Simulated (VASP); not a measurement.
The system is CuO.

```
Cu O
1.0
     1.99097   -2.15355    0.00000
     1.99097    2.15355    0.00000
     0.00000    0.00000    5.15593
Cu O
2 2
Direct
  0.00000 0.50000 0.00000
  0.50000 0.00000 0.50000
  0.50000 0.50000 0.25000
  0.50000 0.50000 0.75000
```

Base run:

- Program: VASP 6.6.1
- Functional: PBEsol
- Potentials or basis: VASP PAW PBE potentials, release 64 (Cu, O)
- Cutoff: 520 eV
- k mesh: 8 × 8 × 6, shifted
- Occupations: gaussian, width 0.1 eV
- Spin: no spin polarisation

Its results: band gap on the k mesh zero (band 17 reaches 5.25 eV, above the bottom of band 18 at 4.44 eV); pressure -5.4 GPa.

Task: The run is repeated on the same cell with these changes: k mesh from 8 × 8 × 6, shifted to 1 × 1 × 1. What comes out?

Result: Band gap on the k mesh 0.05 eV; pressure -5.5 GPa.

Caveats: some runs use coarse meshes; the PAW data sets were made with another functional, which shifts forces and pressure a little; semilocal functionals often make such compounds metallic where correlation or magnetic order opens a gap, which also shifts bond lengths (some runs).

A k mesh can miss the band edges.
